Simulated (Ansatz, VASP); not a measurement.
**KCl: VASP beside Ansatz**

```
CELL_PARAMETERS angstrom
3.14647 3.14647 0.00000
-3.14647 3.14647 0.00000
0.00000 3.14647 3.14647
ATOMIC_POSITIONS crystal
K 0.00000 0.00000 0.00000
Cl 0.50000 0.50000 0.00000
```

Alike in both runs: functional r2SCAN; k mesh 10 × 10 × 10; occupations fermi-dirac, width 0.08 eV; no spin polarisation.

Ansatz relaxed the structure, and its values are those at the end. VASP's run is a single point on that final structure, the one shown.

|  | VASP | Ansatz |
| --- | --- | --- |
| version | VASP 6.6.1 | Ansatz 0.2.0 |
| potentials or method | VASP PAW PBE potentials, release 64 (K_sv, Cl) | PAW with Ansatz's default frozen-core files, scalar-relativistic |
| plane-wave cutoff (eV) | 520 | 500 |
| valence electrons in the cell | 16 | 16 |

|  | VASP | Ansatz | Ansatz less VASP |
| --- | --- | --- | --- |
| pressure (GPa) | 0.0 | 0.0 | +0.03 |

VASP's potentials were made for PBE, not for r2SCAN. The functional is the same, so the differences come from potentials, cutoffs and numerics.
